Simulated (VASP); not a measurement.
Write the native input for VASP 6.6.1 that does the following.

- Task: electric field gradients
- Functional: LDA
- Potentials or basis: VASP PAW LDA potentials, release 64 (Mo_sv, S)
- Cutoff: 520 eV
- k mesh: 11 × 11 × 3
- Occupations: fermi-dirac, width 0.02 eV
- Spin: collinear spin
- Starting moments: [2.0, 2.0, 0.0, 0.0, 0.0, 0.0] μB
- Dipole correction: no
- Further INCAR settings: ALGO = Normal; EDIFF = 1e-08; NBANDS = 39

The structure of MoS2 lies in POSCAR:

```
MoS2
1.0
    3.1690000000      0.0000000000      0.0000000000
   -1.5845000000      2.7444345046      0.0000000000
    0.0000000000      0.0000000000     12.3240000000
Mo S
2 4
Direct
    0.3333333333      0.6666666667      0.2500000000
    0.6666666667      0.3333333333      0.7500000000
    0.3333333333      0.6666666667      0.6232737302
    0.6666666667      0.3333333333      0.1232737302
    0.3333333333      0.6666666667      0.8767262698
    0.6666666667      0.3333333333      0.3767262698
```

One way to write it, as run:

INCAR

```
SYSTEM = MoS2
ALGO     = Normal         ! electronic algorithm
EDIFF    = 1E-8           ! SCF threshold, eV
ENCUT    = 520            ! plane-wave cutoff, eV
ISIF     = 2              ! what is computed and relaxed
ISMEAR   = -1             ! smearing method
ISPIN    = 2              ! spin polarisation
LASPH    = .TRUE.         ! aspherical terms in the spheres
LCHARG   = .FALSE.        ! write CHGCAR
LEFG     = .TRUE.       
LMAXMIX  = 4              ! l up to which the mixer works
LORBIT   = 11             ! projections on sites
LREAL    = .FALSE.        ! projectors in reciprocal space
LWAVE    = .FALSE.        ! write WAVECAR
MAGMOM   = 2 2 0 0 0 0    ! initial moments
NBANDS   = 39             ! bands
NELM     = 150            ! most SCF steps
PREC     = Accurate       ! precision mode
SIGMA    = 0.02           ! smearing width, eV
```

KPOINTS

```
k-points
0
G
  11 11 3
  0 0 0
```

Potentials or basis: VASP PAW LDA potentials, release 64 (Mo_sv, S).

Launch:

```console
$ cat potpaw_LDA.64/Mo_sv/POTCAR potpaw_LDA.64/S/POTCAR > POTCAR
$ mpirun -np 1 vasp_std > vasp.out
```

Results of the run:

The pressure is -5.2 GPa. The largest force is 0.402 eV/Å. The band gap on the k mesh is 0.81 eV (least direct gap 1.82 eV) and the net moment is 0.00 μB per cell. The largest electric field gradient by atom is Mo -82.0; S -53.3 V/Å² and the valence electrons inside the program's atomic spheres are Mo 12.49; S 3.69.

Caveat: the cell stands under tension; without QUAD_EFG the Cq values of the log hold for a quadrupole moment of 1 mb, not for the nuclei.

Run time: 6.5 min on 1 thread of Intel Xeon 8259CL (shared host), peak memory 0.32 GiB.
